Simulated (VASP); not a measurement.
Cd: single point with PBE

The system is Cd.

```
Cd
1.0
     2.48941    0.00000    0.00000
    -1.24470    2.15589    0.00000
     0.00000    0.00000    2.44654
Cd
1
Direct
  0.00000 0.00000 0.00000
```

- Program: VASP 6.6.1
- Task: single point
- Functional: PBE
- Potentials or basis: VASP PAW PBE potentials, release 64 (Cd)
- Cutoff: 520 eV
- k mesh: 14 × 14 × 13
- Occupations: fermi-dirac, width 0.1 eV
- Spin: no spin polarisation

* Pressure: 144.1 GPa
* Band gap on the k mesh: zero (band 6 reaches 12.11 eV, above the bottom of band 7 at 5.83 eV)

Stress tensor (GPa, compression positive):
```
144.40   0.00   0.00
  0.00 144.40   0.00
  0.00   0.00 143.48
```

Levels at points of the mesh, in eV from the Fermi level:
```
           k point  band 4  band 5  band 6  band 7  band 8  band 9
(0.00, 0.00, 0.00)  -12.24   -9.73   -9.73   11.86   15.48   18.92
(0.50, 0.00, 0.00)  -10.09   -9.28   -5.38   -0.26   11.09   17.63
```

Run time: 9.2 s on 1 thread of Intel(R) Xeon(R) 6975P-C (Granite Rapids) (shared host), peak memory 0.14 GiB.
